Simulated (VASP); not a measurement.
A run of VASP 6.6.1 is set up as follows.

The input INCAR:

```
PREC = Accurate
ENCUT = 520
EDIFF = 1E-6
ISMEAR = 0
SIGMA = 0.1
LREAL = False
LASPH = True
NELM = 150
ALGO = Normal
ISIF = 2
LWAVE = False
LCHARG = True
ISPIN = 2
MAGMOM = 1 1 1 1 0
LORBIT = 11
LMAXMIX = 4
GGA = PE
LELF = True
LVHAR = True
NBANDS = 38
```

File KPOINTS:

```
regular mesh
0
Gamma
  6 6 4
```

File POSCAR:

```
Ti4B
1.0
    4.3649197472      0.0000000000      0.0000000000
   -2.1824598736      3.7801313865      0.0000000000
    0.0000000000      0.0000000000      5.0913176973
Ti B
4 1
Direct
    0.3333333333      0.6666666667      0.0000000000
    0.6666666667      0.3333333333      0.0000000000
    0.3333333333      0.6666666667      0.5000000000
    0.6666666667      0.3333333333      0.5000000000
    0.0000000000      0.0000000000      0.5000000000
```

Potentials or basis: VASP PAW PBE potentials, release 64 (Ti_sv, B).

Command:

```console
$ cat potpaw_PBE.64/Ti_sv/POTCAR potpaw_PBE.64/B/POTCAR > POTCAR
$ mpirun -np 1 vasp_std > vasp.out
```

Q: Estimate the site moments.

A: Ti +0.36, +0.01; B +0.01 μB.

Q: Estimate the net moment.

A: 0.91 μB per cell.

Q: Predict the pressure.

A: 0.1 GPa.
